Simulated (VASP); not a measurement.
# MgF2 in VASP: a series of runs

The runs below take MgF2 through single point, with HSE06, PBE.

Everything below comes from runs of VASP 6.6.1. Logs are shortened: lines on timing, memory, paths and dates and some standing lists are left out, and cuts for length are marked.

### Step 1. The cell of the first run

The typed cell holds 6 atoms: a = 4.430 Å, b = 4.430 Å, c = 3.138 Å, α = 90.00°, β = 90.00°, γ = 90.00°.

### Step 2. Single point, HSE06 (epitaxial xy strain -4.2%)

The input, POSCAR:

```
MgF2
1.0
    4.4300909277      0.0000000000      0.0000000000
    0.0000000000      4.4302757781      0.0000000000
    0.0000000000      0.0000000000      3.1380425291
Mg F
2 4
Direct
    0.5000000000      0.5000000000      0.5000000000
    0.0000000000      0.0000000000      0.0000000000
    0.8044752292      0.1954432007      0.5000000000
    0.1955247708      0.8045567993      0.5000000000
    0.3044752292      0.3045567993      0.0000000000
    0.6955247708      0.6954432007      0.0000000000
```

The input, INCAR.step1:

```
SYSTEM = MgF2
  ALGO = Normal
  EDIFF = 1E-5
  ENCUT = 520
  GGA = PE
  GGA_COMPAT = .FALSE.
  ISIF = 2
  ISMEAR = 0
  KPAR = 4
  LASPH = .TRUE.
  LCHARG = .FALSE.
  LREAL = .FALSE.
  LWAVE = .TRUE.
  NBANDS = 25
  NELM = 120
  PREC = Accurate
  SIGMA = 0.01
```

The input, INCAR.step2:

```
SYSTEM = MgF2
  ALGO = Normal
  EDIFF = 1E-6
  ENCUT = 520
  GGA = PE
  GGA_COMPAT = .FALSE.
  HFSCREEN = 0.2079
  ISIF = 2
  ISMEAR = 0
  ISTART = 1
  KPAR = 4
  LASPH = .TRUE.
  LCHARG = .FALSE.
  LHFCALC = .TRUE.
  LREAL = .FALSE.
  LWAVE = .FALSE.
  NBANDS = 25
  NELM = 120
  PREC = Accurate
  PRECFOCK = Normal
  SIGMA = 0.01
```

The input, KPOINTS:

```
k-points
0
G
  4 4 6
  0 0 0
```

Potentials or basis: VASP PAW PBE potentials, release 64 (Mg, F).

Command:

```bash
> cat potpaw_PBE.64/Mg/POTCAR potpaw_PBE.64/F/POTCAR > POTCAR
> cp INCAR.step1 INCAR
> mpirun -np 4 vasp_std > vasp.out
> cp INCAR.step2 INCAR
> mpirun -np 4 vasp_std > vasp.out
```

OUTCAR:

```text
SYSTEM = MgF2
   EDIFF = 1E-6
   ENCUT = 520
   GGA = PE
   HFSCREEN = 0.2079
   ISIF = 2
   ISMEAR = 0
   ISTART = 1
   LASPH = .TRUE.
   LHFCALC = .TRUE.
   LREAL = .FALSE.
   NELM = 120
   PREC = Accurate
   PRECFOCK = Normal

 ion  position               nearest neighbor table
   1  0.500  0.500  0.500-   3 1.91   4 1.91   5 1.99   6 1.99   5 1.99   6 1.99   2 3.50   2 3.50
                             2 3.50   2 3.50   2 3.50   2 3.50   2 3.50   2 3.50
   2  0.000  0.000  0.000-   5 1.91   6 1.91   3 1.99   4 1.99   3 1.99   4 1.99   1 3.50   1 3.50
                             1 3.50   1 3.50   1 3.50   1 3.50   1 3.50   1 3.50
   3  0.804  0.195  0.500-   1 1.91   2 1.99   2 1.99
   4  0.196  0.805  0.500-   1 1.91   2 1.99   2 1.99
   5  0.304  0.305  0.000-   2 1.91   1 1.99   1 1.99
   6  0.696  0.695  0.000-   2 1.91   1 1.99   1 1.99

  LATTYP: Found a simple orthorhombic cell.
 ALAT       =     3.1380425291
 B/A-ratio  =     1.4117370579
 C/A-ratio  =     1.4117959642

  Lattice vectors:

 A1 = (   0.0000000000,   0.0000000000,   3.1380425291)
 A2 = (   4.4300909277,   0.0000000000,   0.0000000000)
 A3 = (   0.0000000000,   4.4302757781,   0.0000000000)

Analysis of symmetry for initial positions (statically):
=====================================================================
 Subroutine PRICEL returns:
 Original cell was already a primitive cell.

 Routine SETGRP: Setting up the symmetry group for a
 simple orthorhombic supercell.

 Subroutine GETGRP returns: Found  8 space group operations
 (whereof  4 operations were pure point group operations)
 out of a pool of  8 trial point group operations.

The static configuration has the point symmetry C_2h.
 The point group associated with its full space group is D_2h.

Analysis of symmetry for dynamics (positions and initial velocities):
=====================================================================
 Subroutine PRICEL returns:
 Original cell was already a primitive cell.

 Routine SETGRP: Setting up the symmetry group for a
 simple orthorhombic supercell.

 Subroutine GETGRP returns: Found  8 space group operations
 (whereof  4 operations were pure point group operations)
 out of a pool of  8 trial point group operations.

The dynamic configuration has the point symmetry C_2h.
 The point group associated with its full space group is D_2h.

 Subroutine INISYM returns: Found  8 space group operations
 (whereof  4 operations are pure point group operations),
 and found     1 'primitive' translations

----------------------------------------------------------------------------------------

                                     Primitive cell

  volume of cell :      61.5889

  direct lattice vectors                    reciprocal lattice vectors
     4.430090928  0.000000000  0.000000000     0.225729001  0.000000000  0.000000000
     0.000000000  4.430275778  0.000000000     0.000000000  0.225719583  0.000000000
     0.000000000  0.000000000  3.138042529     0.000000000  0.000000000  0.318669996

  length of vectors
     4.430090928  4.430275778  3.138042529     0.225729001  0.225719583  0.318669996

  position of ions in fractional coordinates (direct lattice)
     0.500000000  0.500000000  0.500000000
     0.000000000  0.000000000  0.000000000
     0.804475229  0.195443201  0.500000000
     0.195524771  0.804556799  0.500000000
     0.304475229  0.304556799  0.000000000
     0.695524771  0.695443201  0.000000000

  ion indices of the primitive-cell ions
   primitive index   ion index
                 1           1
                 2           2
                 3           3
                 4           4
                 5           5
                 6           6

----------------------------------------------------------------------------------------

 KPOINTS: k-points

Automatic generation of k-mesh.
 Grid dimensions read from file:
 generate k-points for:    4    4    6

 Generating k-lattice:

  Cartesian coordinates                     Fractional coordinates (reciprocal lattice)
     0.056432250  0.000000000  0.000000000     0.250000000  0.000000000  0.000000000
     0.000000000  0.056429896  0.000000000     0.000000000  0.250000000  0.000000000
     0.000000000  0.000000000  0.053111666     0.000000000  0.000000000  0.166666667

  Length of vectors
     0.056432250  0.056429896  0.053111666

  Shift w.r.t. Gamma in fractional coordinates (k-lattice)
     0.000000000  0.000000000  0.000000000

 Subroutine IBZKPT returns following result:
 ===========================================

 Found     36 irreducible k-points:

 Following reciprocal coordinates:
            Coordinates               Weight
  0.000000  0.000000  0.000000      1.000000
  0.250000  0.000000  0.000000      2.000000
  0.500000  0.000000  0.000000      1.000000
  0.000000  0.250000  0.000000      2.000000
  0.250000  0.250000  0.000000      4.000000
  0.500000  0.250000  0.000000      2.000000
[... 16 lines left out ...]
  0.250000  0.250000  0.333333      8.000000
  0.500000  0.250000  0.333333      4.000000
 [... further k-points ...]
   k-points           NKPTS =     36   k-points in BZ     NKDIM =     96   number of bands    NBANDS=     25
   number of dos      NEDOS =    301   number of ions     NIONS =      6
   total plane-waves  NPLWV =  31104
   dimension x,y,z NGX =    36 NGY =   36 NGZ =   24
   dimension x,y,z NGXF=    72 NGYF=   72 NGZF=   48
   ions per type =               2   4
   NGX,Y,Z   is equivalent  to a cutoff of  13.51, 13.51, 12.71 a.u.
   NGXF,Y,Z  is equivalent  to a cutoff of  27.02, 27.02, 25.43 a.u.
 SYSTEM =  MgF2
   PREC   = accura    normal or accurate (medium, high low for compatibility)
   ISTART =      1    job   : 0-new  1-cont  2-samecut
   ICHARG =      0    charge: 1-file 2-atom 10-const
   ISPIN  =      1    spin polarized calculation?
   LNONCOLLINEAR =      F non collinear calculations
   LSORBIT =      F    spin-orbit coupling
   LASPH  =      T    aspherical Exc in radial PAW
   ENCUT  =  520.0 eV  38.22 Ry    6.18 a.u.   8.24  8.24  5.83*2*pi/ulx,y,z
   NELM   =    120;   NELMIN=  2; NELMDL=  0     # of ELM steps
   EDIFF  = 0.1E-05   stopping-criterion for ELM
   LREAL  =      F    real-space projection
   EDIFFG = 0.1E-04   stopping-criterion for IOM
   NSW    =      0    number of steps for IOM
   IBRION =     -1    ionic relax: 0-MD 1-quasi-New 2-CG
   NFREE  =      0    steps in history (QN), initial steepest desc. (CG)
   ISIF   =      2    stress and relaxation
   ISYM   =      3    0-nonsym 1-usesym 2-fastsym
   POTIM  = 0.5000    time-step for ionic-motion
   TEBEG  =    0.0;   TEEND  =   0.0 temperature during run
   PSTRESS=    0.0 pullay stress
   NELECT =      32.0000    total number of electrons
   NUPDOWN=      -1.0000    fix difference up-down
   EMIN   =  10.00;   EMAX   =-10.00  energy-range for DOS
   EFERMI =   0.00;   METHOD = LEGACY
   ISMEAR =     0;   SIGMA  =   0.01  broadening in eV -4-tet -1-fermi 0-gaus
   EFERMI_NEDOS =   21; number of points for ismear=-14 and -15
   IALGO  =     38    algorithm
   IMIX   =      1    mixing-type and parameters
     AMIX     =   0.40;   BMIX     =  1.00
     AMIX_MAG =   1.60;   BMIX_MAG =  1.00
  volume/ion in A,a.u.               =      10.26        69.27
  Fermi-wavevector in a.u.,A,eV,Ry     =   1.316106  2.487079 23.567114  1.732134
  Thomas-Fermi vector in A             =   2.446241
   LORBIT       =      0    0 simple, 1 ext, 2 COOP (PROOUT), +10 PAW based schemes
   GGA     = PE    functional components
   LHFCALC =     T    Hartree Fock is set to
   PRECFOCK=normal    Normal, Fast or Accurate (Low or Medium for compatibility)
   ENCUT4O =  -1.0   cutoff for four orbital integrals eV
   NKREDX  =     1    reduce k-point grid by
   NKREDY  =     1    reduce k-point grid by
   NKREDZ  =     1    reduce k-point grid by
   AEXX    =    0.2500 exact exchange contribution
   HFSCREEN=    0.2079 screening length (either q_TF or 0.3 A-1)
   HFSCREENC=   0.2079 screening length for correlation (either q_TF or 0.3 A-1)
   ENCUTFOCK=  -1.0 apply spherical cutoff to Coloumb kernel
   IVDW    =     0    specifies the selected vdW correction
   LEPSILON=     F    determine dielectric tensor
   LRPA    =     F    only Hartree local field effects (RPA)
 non-spin polarized calculation
 Gauss-broadening in eV      SIGMA  =   0.01
  energy-cutoff  :      520.00
  volume of cell :       61.59
 maximum number of plane-waves:      1680
 NGX is ok and might be reduce to    36
  NGX = 28; NGY = 28; NGZ = 18

 number of electron      31.9999961 magnetization

 Free energy of the ion-electron system (eV)
  ---------------------------------------------------
  ext. energy  EPLUGINS =         0.00000000
  ---------------------------------------------------
  free energy    TOTEN  =       -38.13388041 eV

  energy without entropy =      -38.13388041  energy(sigma->0) =      -38.13388041

 E-fermi :  -2.5544     XC(G=0):  -8.2129

 val. band max:       -2.6100333994   @ k =   0.0000   0.0000   0.0000
 cond. band min:       7.0939479223   @ k =   0.0000   0.0000   0.0000
 fundamental gap:      9.7039813216
 Fermi energy:        -2.5544227791

 k-point     1 :       0.0000    0.0000    0.0000
  band No.  band energies     occupation
      1     -25.1073      2.00000
      2     -24.0822      2.00000
      3     -24.0821      2.00000
      4     -24.0380      2.00000
      5      -6.9089      2.00000
      6      -5.3681      2.00000
[... 17 lines left out ...]
     24      19.3739      0.00000
     25      19.8337      0.00000

 k-point     2 :       0.2500    0.0000    0.0000
  band No.  band energies     occupation
      1     -24.9840      2.00000
      2     -24.3095      2.00000
      3     -24.0568      2.00000
      4     -23.9760      2.00000
      5      -6.6612      2.00000
      6      -5.3960      2.00000
[... 17 lines left out ...]
     24      19.1886      0.00000
     25      19.7177      0.00000

 k-point     3 :       0.5000    0.0000    0.0000
  band No.  band energies     occupation
      1     -24.6692      2.00000
      2     -24.6692      2.00000
      3     -24.0021      2.00000
      4     -24.0021      2.00000
      5      -6.1016      2.00000
      6      -6.1016      2.00000
[... 17 lines left out ...]
     24      18.5545      0.00000
     25      19.3210      0.00000

 k-point     4 :       0.0000    0.2500    0.0000
  band No.  band energies     occupation
      1     -24.9840      2.00000
      2     -24.3095      2.00000
      3     -24.0569      2.00000
      4     -23.9759      2.00000
      5      -6.6611      2.00000
      6      -5.3954      2.00000
[... 17 lines left out ...]
     24      19.1896      0.00000
     25      19.6929      0.00000
[... 477 lines left out ...]
 k-point    22 :       0.0000    0.2500    0.3333
  band No.  band energies     occupation
      1     -24.6682      2.00000
      2     -24.2711      2.00000
      3     -24.0574      2.00000
      4     -24.0455      2.00000
      5      -6.1896      2.00000
      6      -5.5934      2.00000
[... 17 lines left out ...]
     24      17.1618      0.00000
     25      18.4216      0.00000

 k-point    23 :       0.2500    0.2500    0.3333
  band No.  band energies     occupation
      1     -24.5997      2.00000
      2     -24.3044      2.00000
      3     -24.0764      2.00000
      4     -24.0617      2.00000
      5      -6.3291      2.00000
      6      -5.9772      2.00000
[... 17 lines left out ...]
     24      17.0839      0.00000
     25      17.8105      0.00000

 k-point    24 :       0.5000    0.2500    0.3333
  band No.  band energies     occupation
      1     -24.4386      2.00000
      2     -24.4386      2.00000
      3     -24.0823      2.00000
      4     -24.0823      2.00000
      5      -6.2975      2.00000
      6      -6.2975      2.00000
[... 17 lines left out ...]
     24      16.8147      0.00000
     25      18.3313      0.00000

 [... further k-points ...]

------------------------ aborting loop because EDIFF is reached ----------------------------------------

  FORCE on cell =-STRESS in cart. coord.  units (eV):
  Direction    XX          YY          ZZ          XY          YZ          ZX
  --------------------------------------------------------------------------------------
  -------------------------------------------------------------------------------------
  Total        3.9034700      3.9035216      0.2777350      0.0000000      0.0000000      0.0000000
  in kB      101.5451542    101.5464962      7.2250195      0.0000000      0.0000000      0.0000000
  external PRESSURE =      70.1055566 kB  Pullay stress =       0.0000000 kB

 VOLUME and BASIS-vectors are now :
 -----------------------------------------------------------------------------
  energy-cutoff  :      520.00
  volume of cell :       61.59
      direct lattice vectors                 reciprocal lattice vectors
     4.430090928  0.000000000  0.000000000     0.225729001  0.000000000  0.000000000
     0.000000000  4.430275778  0.000000000     0.000000000  0.225719583  0.000000000
     0.000000000  0.000000000  3.138042529     0.000000000  0.000000000  0.318669996

 POSITION                                       TOTAL-FORCE (eV/Angst)
 -----------------------------------------------------------------------------------
      2.21505      2.21514      1.56902         0.000000     -0.000000      0.000000
      0.00000      0.00000      0.00000         0.000000     -0.000000      0.000000
      3.56390      0.86587      1.56902         0.006382     -0.006423     -0.000000
      0.86619      3.56441      1.56902        -0.006382      0.006423      0.000000
      1.34885      1.34927      0.00000         0.006382      0.006423      0.000000
      3.08124      3.08101      0.00000        -0.006382     -0.006423      0.000000
 -----------------------------------------------------------------------------------
    total drift:                               -0.000196     -0.000312     -0.000001

  FREE ENERGIE OF THE ION-ELECTRON SYSTEM (eV)
  ---------------------------------------------------
  free  energy   TOTEN  =       -38.1338804113 eV

  energy  without entropy=      -38.1338804113  energy(sigma->0) =      -38.13388041
```

Wall time 44 min (4 MPI ranks of Intel Xeon Platinum 8488C (Sapphire Rapids), shared host); peak memory 0.33 GiB.

Results:

```yaml
Free_energy: -38.1339 eV
Pressure: 7.0 GPa
Largest_force: 0.009 eV/Å
Band_gap_on_the_k_mesh: 9.70 eV
```

Forces in eV/Å, atoms in the order of the input:
```
Mg   0.000  0.000  0.000
Mg   0.000  0.000  0.000
F    0.006 -0.006  0.000
F   -0.006  0.006  0.000
F    0.006  0.006  0.000
F   -0.006 -0.006  0.000
```

Caveat: the cell differs from its parent crystal (epitaxial xy strain -4.2%); the cell stands under pressure; the PAW data sets were made with another functional, which shifts forces and pressure a little.

### Step 3. Single point, HSE06 (strain -3.7%)

The input, POSCAR:

```
MgF2
1.0
    4.4499650967      0.0000000000      0.0000000000
    0.0000000000      4.4501507763      0.0000000000
    0.0000000000      0.0000000000      2.9328293811
Mg F
2 4
Direct
    0.5000000000      0.5000000000      0.5000000000
    0.0000000000      0.0000000000      0.0000000000
    0.8010838973      0.1988002470      0.5000000000
    0.1989161027      0.8011997530      0.5000000000
    0.3010838973      0.3011997530      0.0000000000
    0.6989161027      0.6988002470      0.0000000000
```

The input, INCAR.step1:

```
  ALGO = Normal
  EDIFF = 1E-5
  ENCUT = 520
  GGA = PE
  GGA_COMPAT = False
  ISIF = 2
  ISMEAR = 0
  KPAR = 4
  LASPH = True
  LCHARG = False
  LREAL = False
  LWAVE = True
  NBANDS = 25
  NELM = 120
  PREC = Accurate
  SIGMA = 0.01
```

The input, INCAR.step2:

```
  ALGO = Normal
  EDIFF = 1E-6
  ENCUT = 520
  GGA = PE
  GGA_COMPAT = False
  HFSCREEN = 0.2079
  ISIF = 2
  ISMEAR = 0
  ISTART = 1
  KPAR = 4
  LASPH = True
  LCHARG = False
  LHFCALC = True
  LREAL = False
  LWAVE = False
  NBANDS = 25
  NELM = 120
  PREC = Accurate
  PRECFOCK = Normal
  SIGMA = 0.01
```

The input, KPOINTS:

```
k-points
0
Gamma
  4 4 6
```

Potentials or basis: VASP PAW PBE potentials, release 64 (Mg, F).

Command:

```bash
> cat potpaw_PBE.64/Mg/POTCAR potpaw_PBE.64/F/POTCAR > POTCAR
> cp INCAR.step1 INCAR
> mpirun -np 4 vasp_std > vasp.out
> cp INCAR.step2 INCAR
> mpirun -np 4 vasp_std > vasp.out
```

It took 76 min on 4 MPI ranks of Intel Xeon Platinum 8375C at 2.90GHz (Ice Lake), shared host; peak memory 0.33 GiB.

Results (log left out):

```
Free energy            : -37.9528 eV
Pressure               : 16.4 GPa
Largest force          : 0.016 eV/Å
Band gap on the k mesh : 10.28 eV
```

Forces in eV/Å, atoms in the order of the input:
```
Mg   0.000  0.000  0.000
Mg   0.000  0.000  0.000
F    0.011 -0.012  0.000
F   -0.011  0.012  0.000
F    0.011  0.012  0.000
F   -0.011 -0.012  0.000
```

Stress tensor (GPa, compression positive):
```
15.97  0.00  0.00
 0.00 15.98  0.00
 0.00  0.00 17.17
```

Levels at points of the mesh, in eV from the valence-band top:
| k point | band 14 | band 15 | band 16 | band 17 | band 18 | band 19 |
| --- | --- | --- | --- | --- | --- | --- |
| (0.00, 0.00, 0.00) | -0.33 | -0.33 | 0.00 | 10.28 | 15.51 | 15.51 |
| (0.50, 0.00, 0.00) | -1.05 | -0.44 | -0.44 | 12.88 | 12.88 | 16.84 |
| (0.00, 0.50, 0.00) | -1.05 | -0.44 | -0.44 | 12.88 | 12.88 | 16.84 |
| (0.50, 0.50, 0.00) | -1.09 | -0.99 | -0.99 | 14.59 | 14.59 | 15.03 |
| (0.00, 0.00, 0.50) | -1.47 | -1.05 | -1.05 | 15.38 | 15.38 | 18.40 |
| (0.50, 0.00, 0.50) | -0.85 | -0.82 | -0.82 | 16.19 | 16.19 | 17.21 |
| (0.00, 0.50, 0.50) | -0.85 | -0.82 | -0.82 | 16.20 | 16.20 | 17.21 |
| (0.50, 0.50, 0.50) | -0.78 | -0.53 | -0.53 | 16.39 | 16.39 | 17.13 |

Caveat: the cell differs from its parent crystal (strain -3.7%); the cell stands under pressure; the PAW data sets were made with another functional, which shifts forces and pressure a little.

[end of part 1 of 2]
